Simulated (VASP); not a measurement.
# TiN (Fm-3m) in VASP: further runs

Runs on TiN. Level: r2SCAN. Tasks: relaxation of cell and atoms, single point.

All numbers are computed with VASP 6.6.1; they aren't measurements. Logs are shortened: lines on timing, memory, paths and dates and some standing lists are left out, and cuts for length are marked.

## 1. The cell of the first run

The structure is cubic, space group Fm-3m (No. 225). Conventional cell: a = 4.341 Å, b = 4.341 Å, c = 4.341 Å, α = 90.00°, β = 90.00°, γ = 90.00°. Ti (site symmetry m-3m) has 6 N at 2.17 Å within 2.9 Å. N (site symmetry m-3m) has 6 Ti at 2.17 Å within 2.9 Å.

## 2. Relaxation of cell and atoms, r2SCAN

POSCAR

```
TiN
1.0
    0.0000000000      2.1705303962      2.1705303962
    2.1705303962      0.0000000000      2.1705303962
    2.1705303962      2.1705303962      0.0000000000
Ti N
1 1
Direct
    0.0000000000      0.0000000000      0.0000000000
    0.5000000000      0.5000000000      0.5000000000
```

INCAR.step1

```
PREC = Accurate ; ENCUT = 600
ISMEAR = 0 ; SIGMA = 0.1
LREAL = False ; LASPH = True
NELM = 60 ; GGA = PE
ALGO = Normal ; EDIFF = 1E-4
LWAVE = True ; LCHARG = False
```

INCAR.step2

```
PREC = Accurate ; ENCUT = 600
EDIFF = 1E-6 ; ISMEAR = 0
SIGMA = 0.1 ; LREAL = False
LASPH = True ; NELM = 60
ALGO = Normal ; ISIF = 3
LWAVE = False ; LCHARG = False
METAGGA = R2SCAN ; LMIXTAU = True
IBRION = 2 ; NSW = 80
EDIFFG = -0.05 ; ISTART = 1
```

KPOINTS

```
Automatic mesh
0
Gamma
  8 8 8
```

Potentials or basis: VASP PAW PBE potentials, release 64 (Ti_sv, N).

Command:

```console
$ cat potpaw_PBE.64/Ti_sv/POTCAR potpaw_PBE.64/N/POTCAR > POTCAR
$ cp INCAR.step1 INCAR
$ mpirun -np 1 vasp_std > vasp.out
$ cp INCAR.step2 INCAR
$ mpirun -np 1 vasp_std > vasp.out
```

OUTCAR:

```text
PREC = Accurate
   ENCUT = 600
   EDIFF = 1E-6
   ISMEAR = 0
   LREAL = False
   LASPH = True
   NELM = 60
   ISIF = 3
   METAGGA = R2SCAN
   IBRION = 2
   NSW = 80
   EDIFFG = -0.05
   ISTART = 1

 ion  position               nearest neighbor table
   1  0.000  0.000  0.000-   2 2.17   2 2.17   2 2.17   2 2.17   2 2.17   2 2.17
   2  0.500  0.500  0.500-   1 2.17   1 2.17   1 2.17   1 2.17   1 2.17   1 2.17

  LATTYP: Found a face centered cubic cell.
 ALAT       =     4.3410607924

  Lattice vectors:

 A1 = (   0.0000000000,   2.1705303962,   2.1705303962)
 A2 = (   2.1705303962,   0.0000000000,   2.1705303962)
 A3 = (   2.1705303962,   2.1705303962,   0.0000000000)

Analysis of symmetry for initial positions (statically):
=====================================================================
 Subroutine PRICEL returns:
 Original cell was already a primitive cell.

 Routine SETGRP: Setting up the symmetry group for a
 face centered cubic supercell.

 Subroutine GETGRP returns: Found 48 space group operations
 (whereof 48 operations were pure point group operations)
 out of a pool of 48 trial point group operations.

The static configuration has the point symmetry O_h .

Analysis of symmetry for dynamics (positions and initial velocities):
=====================================================================
 Subroutine PRICEL returns:
 Original cell was already a primitive cell.

 Routine SETGRP: Setting up the symmetry group for a
 face centered cubic supercell.

 Subroutine GETGRP returns: Found 48 space group operations
 (whereof 48 operations were pure point group operations)
 out of a pool of 48 trial point group operations.

The dynamic configuration has the point symmetry O_h .

 Subroutine INISYM returns: Found 48 space group operations
 (whereof 48 operations are pure point group operations),
 and found     1 'primitive' translations

----------------------------------------------------------------------------------------

                                     Primitive cell

  volume of cell :      20.4516

  direct lattice vectors                    reciprocal lattice vectors
     0.000000000  2.170530396  2.170530396    -0.230358442  0.230358442  0.230358442
     2.170530396  0.000000000  2.170530396     0.230358442 -0.230358442  0.230358442
     2.170530396  2.170530396  0.000000000     0.230358442  0.230358442 -0.230358442

  length of vectors
     3.069593524  3.069593524  3.069593524     0.398992525  0.398992525  0.398992525

  position of ions in fractional coordinates (direct lattice)
     0.000000000  0.000000000  0.000000000
     0.500000000  0.500000000  0.500000000

  ion indices of the primitive-cell ions
   primitive index   ion index
                 1           1
                 2           2

----------------------------------------------------------------------------------------

 KPOINTS: Automatic mesh

Automatic generation of k-mesh.
 Grid dimensions read from file:
 generate k-points for:    8    8    8

 Generating k-lattice:

  Cartesian coordinates                     Fractional coordinates (reciprocal lattice)
    -0.028794805  0.028794805  0.028794805     0.125000000  0.000000000  0.000000000
     0.028794805 -0.028794805  0.028794805     0.000000000  0.125000000  0.000000000
     0.028794805  0.028794805 -0.028794805     0.000000000  0.000000000  0.125000000

  Length of vectors
     0.049874066  0.049874066  0.049874066

  Shift w.r.t. Gamma in fractional coordinates (k-lattice)
     0.000000000  0.000000000  0.000000000

 Subroutine IBZKPT returns following result:
 ===========================================

 Found     29 irreducible k-points:

 Following reciprocal coordinates:
            Coordinates               Weight
  0.000000  0.000000  0.000000      1.000000
  0.125000  0.000000  0.000000      8.000000
  0.250000  0.000000  0.000000      8.000000
  0.375000  0.000000  0.000000      8.000000
  0.500000  0.000000  0.000000      4.000000
  0.125000  0.125000  0.000000      6.000000
[... 16 lines left out ...]
  0.500000  0.250000  0.125000     48.000000
 -0.375000  0.250000  0.125000     24.000000
 [... further k-points ...]
   k-points           NKPTS =     29   k-points in BZ     NKDIM =     29   number of bands    NBANDS=     12
   number of dos      NEDOS =    301   number of ions     NIONS =      2
   total plane-waves  NPLWV =  21952
   dimension x,y,z NGX =    28 NGY =   28 NGZ =   28
   dimension x,y,z NGXF=    56 NGYF=   56 NGZF=   56
   ions per type =               1   1
   NGX,Y,Z   is equivalent  to a cutoff of  15.16, 15.16, 15.16 a.u.
   NGXF,Y,Z  is equivalent  to a cutoff of  30.33, 30.33, 30.33 a.u.
 SYSTEM =  unknown system
   PREC   = accura    normal or accurate (medium, high low for compatibility)
   ISTART =      1    job   : 0-new  1-cont  2-samecut
   ICHARG =      0    charge: 1-file 2-atom 10-const
   ISPIN  =      1    spin polarized calculation?
   LNONCOLLINEAR =      F non collinear calculations
   LSORBIT =      F    spin-orbit coupling
   LASPH  =      T    aspherical Exc in radial PAW
   ENCUT  =  600.0 eV  44.10 Ry    6.64 a.u.   6.13  6.13  6.13*2*pi/ulx,y,z
   NELM   =     60;   NELMIN=  2; NELMDL=  0     # of ELM steps
   EDIFF  = 0.1E-05   stopping-criterion for ELM
   LREAL  =      F    real-space projection
   EDIFFG = -.5E-01   stopping-criterion for IOM
   NSW    =     80    number of steps for IOM
   IBRION =      2    ionic relax: 0-MD 1-quasi-New 2-CG
   NFREE  =      1    steps in history (QN), initial steepest desc. (CG)
   ISIF   =      3    stress and relaxation
   ISYM   =      2    0-nonsym 1-usesym 2-fastsym
   POTIM  = 0.5000    time-step for ionic-motion
   TEBEG  =    0.0;   TEEND  =   0.0 temperature during run
   PSTRESS=    0.0 pullay stress
   NELECT =      17.0000    total number of electrons
   NUPDOWN=      -1.0000    fix difference up-down
   EMIN   =  10.00;   EMAX   =-10.00  energy-range for DOS
   EFERMI =   0.00;   METHOD = LEGACY
   ISMEAR =     0;   SIGMA  =   0.10  broadening in eV -4-tet -1-fermi 0-gaus
   EFERMI_NEDOS =   21; number of points for ismear=-14 and -15
   IALGO  =     38    algorithm
   IMIX   =      4    mixing-type and parameters
     AMIX     =   0.40;   BMIX     =  1.00
     AMIX_MAG =   1.60;   BMIX_MAG =  1.00
  volume/ion in A,a.u.               =      10.23        69.01
  Fermi-wavevector in a.u.,A,eV,Ry     =   1.539272  2.908802 32.237061  2.369357
  Thomas-Fermi vector in A             =   2.645523
   LORBIT       =      0    0 simple, 1 ext, 2 COOP (PROOUT), +10 PAW based schemes
   METAGGA = R2SCAN    functional components
   LHFCALC =     F    Hartree Fock is set to
   AEXX    =    0.0000 exact exchange contribution
   IVDW    =     0    specifies the selected vdW correction
   LEPSILON=     F    determine dielectric tensor
   LRPA    =     F    only Hartree local field effects (RPA)
 conjugate gradient relaxation of ions
 non-spin polarized calculation
 Gauss-broadening in eV      SIGMA  =   0.10
  energy-cutoff  :      600.00
  volume of cell :       20.45
 maximum number of plane-waves:       701
 NGX is ok and might be reduce to    28
   NGX = 13   NGY = 13   NGZ = 13

--------------------------------------- Ionic step        1  -------------------------------------------

 number of electron      17.0000001 magnetization

 Free energy of the ion-electron system (eV)
  ---------------------------------------------------
  ext. energy  EPLUGINS =         0.00000000
  ---------------------------------------------------
  free energy    TOTEN  =       -25.92575308 eV

  energy without entropy =      -25.91707508  energy(sigma->0) =      -25.92141408

------------------------ aborting loop because EDIFF is reached ----------------------------------------

  FORCE on cell =-STRESS in cart. coord.  units (eV):
  Direction    XX          YY          ZZ          XY          YZ          ZX
  --------------------------------------------------------------------------------------
  -------------------------------------------------------------------------------------
  Total       -2.2557903     -2.2557903     -2.2557903     -0.0000000     -0.0000000     -0.0000000
  in kB     -176.7183703   -176.7183703   -176.7183703     -0.0000000     -0.0000000     -0.0000000
  external PRESSURE =    -176.7183703 kB  Pullay stress =       0.0000000 kB

 VOLUME and BASIS-vectors are now :
 -----------------------------------------------------------------------------
  energy-cutoff  :      600.00
  volume of cell :       20.45
      direct lattice vectors                 reciprocal lattice vectors
     0.000000000  2.170530396  2.170530396    -0.230358442  0.230358442  0.230358442
     2.170530396  0.000000000  2.170530396     0.230358442 -0.230358442  0.230358442
     2.170530396  2.170530396  0.000000000     0.230358442  0.230358442 -0.230358442
[... 37 lines left out ...]
 POSITION                                       TOTAL-FORCE (eV/Angst)
 -----------------------------------------------------------------------------------
      2.05243      0.00000      2.05243        -0.000000      0.000000      0.000000
      2.05243      2.05243      2.05243         0.000000     -0.000000     -0.000000
 -----------------------------------------------------------------------------------
    total drift:                                0.000000      0.000000      0.000000

  FREE ENERGIE OF THE ION-ELECTRON SYSTEM (eV)
  ---------------------------------------------------
  free  energy   TOTEN  =       -25.8265497937 eV

  energy  without entropy=      -25.8181018668  energy(sigma->0) =      -25.82232583

--------------------------------------- Ionic step        3  -------------------------------------------

 number of electron      16.9999999 magnetization

 Free energy of the ion-electron system (eV)
  ---------------------------------------------------
  ext. energy  EPLUGINS =         0.00000000
  ---------------------------------------------------
  free energy    TOTEN  =       -26.00647211 eV

  energy without entropy =      -25.99790559  energy(sigma->0) =      -26.00218885

 E-fermi :  11.6519     XC(G=0): -13.8663

 val. band max:       11.6026426603   @ k =   0.1250   0.0000   0.0000
 cond. band min:      11.6646574685   @ k =   0.3750   0.1250   0.0000
 fundamental gap:      0.0620148082
 Fermi energy:        11.6518822253

 k-point     1 :       0.0000    0.0000    0.0000
  band No.  band energies     occupation
      1     -48.7265      2.00000
      2     -23.6658      2.00000
      3     -23.6658      2.00000
      4     -23.6658      2.00000
      5      -6.6213      2.00000
      6       9.2469      2.00000
      7       9.2469      2.00000
      8       9.2469      2.00000
      9      11.0215      2.00000
     10      11.0215      2.00000
     11      11.0215      2.00000
     12      12.2228      0.00000

 k-point     2 :       0.1250    0.0000    0.0000
  band No.  band energies     occupation
      1     -48.7123      2.00000
      2     -23.7664      2.00000
      3     -23.6737      2.00000
      4     -23.6737      2.00000
      5      -6.3230      2.00000
      6       7.8856      2.00000
      7       8.2622      2.00000
      8       8.2622      2.00000
      9      11.3824      1.99986
     10      11.3824      1.99986
     11      11.6026      1.51379
     12      13.3645      0.00000
[... 316 lines left out ...]
 k-point    24 :      -0.3750    0.2500    0.1250
  band No.  band energies     occupation
      1     -48.6131      2.00000
      2     -24.2133      2.00000
      3     -23.8799      2.00000
      4     -23.7744      2.00000
      5      -4.5030      2.00000
      6       4.1003      2.00000
      7       5.7684      2.00000
      8       6.0807      2.00000
      9      12.7113      0.00000
     10      13.0548      0.00000
     11      13.9370      0.00000
     12      15.9864      0.00000

 [... further k-points ...]
[... 5 lines left out ...]
  --------------------------------------------------------------------------------------
  -------------------------------------------------------------------------------------
  Total       -0.0537601     -0.0537601     -0.0537601      0.0000000     -0.0000000      0.0000000
  in kB       -4.5080743     -4.5080743     -4.5080743      0.0000000     -0.0000000      0.0000000
  external PRESSURE =      -4.5080743 kB  Pullay stress =       0.0000000 kB

 VOLUME and BASIS-vectors are now :
 -----------------------------------------------------------------------------
  energy-cutoff  :      600.00
  volume of cell :       19.11
      direct lattice vectors                 reciprocal lattice vectors
    -0.000000000  2.121859280  2.121859280    -0.235642394  0.235642394  0.235642394
     2.121859280  0.000000000  2.121859280     0.235642394 -0.235642394  0.235642394
     2.121859280  2.121859280  0.000000000     0.235642394  0.235642394 -0.235642394

 POSITION                                       TOTAL-FORCE (eV/Angst)
 -----------------------------------------------------------------------------------
      0.00000      0.00000      0.00000         0.000000      0.000000     -0.000000
      2.12186      2.12186      2.12186         0.000000     -0.000000      0.000000
 -----------------------------------------------------------------------------------
    total drift:                                0.000000      0.000000      0.000000

  FREE ENERGIE OF THE ION-ELECTRON SYSTEM (eV)
  ---------------------------------------------------
  free  energy   TOTEN  =       -26.0064721067 eV

  energy  without entropy=      -25.9979055923  energy(sigma->0) =      -26.00218885

 reached required accuracy - stopping structural energy minimisation
```

Run time: 74 s. Hardware: 1 thread of Intel Xeon 6975P-C (Granite Rapids), shared host; peak memory 0.18 GiB.

What came out:

```
Free energy                            : -26.0065 eV
Relaxed volume                         : 9.55 Å³/atom
Relaxed cell                           : a = 3.001 Å, b = 3.001 Å, c = 3.001 Å, α = 60.00°, β = 60.00°, γ = 60.00°
Space group after relaxing (to 0.05 Å) : Fm-3m (No. 225)
Energy gained by relaxing              : 40.4 meV/atom
Ionic steps                            : 3
Pressure after relaxing                : -0.5 GPa
```

Step by step:
```
step  energy change (eV)  largest force (eV/Å)  pressure (GPa)  volume (Å³)
   1              0.0000                0.0000          -17.67        20.45
   2              0.0992                0.0000           35.24        17.29
   3             -0.0807                0.0000           -0.45        19.11
```

Final structure:
```cif
data_structure
_symmetry_space_group_name_H-M 'P 1'
_symmetry_Int_Tables_number 1
_cell_length_a 3.0008
_cell_length_b 3.0008
_cell_length_c 3.0008
_cell_angle_alpha 60.000
_cell_angle_beta 60.000
_cell_angle_gamma 60.000
_cell_volume 19.11
loop_
_atom_site_label
_atom_site_type_symbol
_atom_site_fract_x
_atom_site_fract_y
_atom_site_fract_z
_atom_site_occupancy
Ti1 Ti 0.00000 0.00000 0.00000 1
N1 N 0.50000 0.50000 0.50000 1
```

Caveat: the PAW data sets were made with another functional, which shifts forces and pressure a little.

## 3. Single point, r2SCAN

This run uses another cell than the first one, of 9.48 Å³/atom, 0.927 times its volume.

POSCAR

```
TiN
1.0
    0.0000000000      2.1162032515      2.1162032515
    2.1162032515      0.0000000000      2.1162032515
    2.1162032515      2.1162032515      0.0000000000
Ti N
1 1
Direct
    0.0000000000      0.0000000000      0.0000000000
    0.5000000000      0.5000000000      0.5000000000
```

INCAR.step1

```
SYSTEM = TiN
PREC = Accurate
ENCUT = 910
ISMEAR = 0
SIGMA = 0.1
LREAL = .False.
LASPH = .True.
NELM = 120
NBANDS = 16
GGA = PE
ALGO = Normal
EDIFF = 1E-5
LWAVE = .True.
LCHARG = .False.
GGA_COMPAT = .False.
```

INCAR.step2

```
SYSTEM = TiN
PREC = Accurate
ENCUT = 910
EDIFF = 1E-6
ISMEAR = 0
SIGMA = 0.1
LREAL = .False.
LASPH = .True.
NELM = 120
ALGO = Normal
ISIF = 2
LWAVE = .False.
LCHARG = .False.
METAGGA = R2SCAN
LMIXTAU = .True.
NBANDS = 16
ISTART = 1
GGA_COMPAT = .False.
```

KPOINTS

```
Automatic mesh
0
Gamma
  8 8 8
  0 0 0
```

Potentials or basis: VASP PAW PBE potentials, release 64 (Ti_sv, N_h).

Command:

```console
$ cat potpaw_PBE.64/Ti_sv/POTCAR potpaw_PBE.64/N_h/POTCAR > POTCAR
$ cp INCAR.step1 INCAR
$ mpirun -np 1 vasp_std > vasp.out
$ cp INCAR.step2 INCAR
$ mpirun -np 1 vasp_std > vasp.out
```

It took 1.9 min on 1 thread of AMD EPYC 7R43 (Zen 3), shared host; peak memory 0.15 GiB.

The run converged. Its results:

| Property | Result |
| --- | --- |
| Free energy | -26.0037 eV |
| Pressure | 1.6 GPa |

Levels at points of the mesh, in eV from the Fermi level:
| k point | band 7 | band 8 | band 9 | band 10 | band 11 | band 12 |
| --- | --- | --- | --- | --- | --- | --- |
| (0.00, 0.00, 0.00) | -2.42 | -2.42 | -0.64 | -0.64 | -0.64 | 0.58 |
| (0.50, 0.00, 0.00) | -5.97 | -5.97 | 1.74 | 1.74 | 2.44 | 5.96 |
| (0.50, 0.50, 0.00) | -3.65 | -3.65 | -3.14 | 1.67 | 2.45 | 2.45 |

Caveat: the cutoff is under 1.25 times the usual one of these potentials, so pressure, stress and relaxed cells hold a basis-set (Pulay) error; the PAW data sets were made with another functional, which shifts forces and pressure a little.
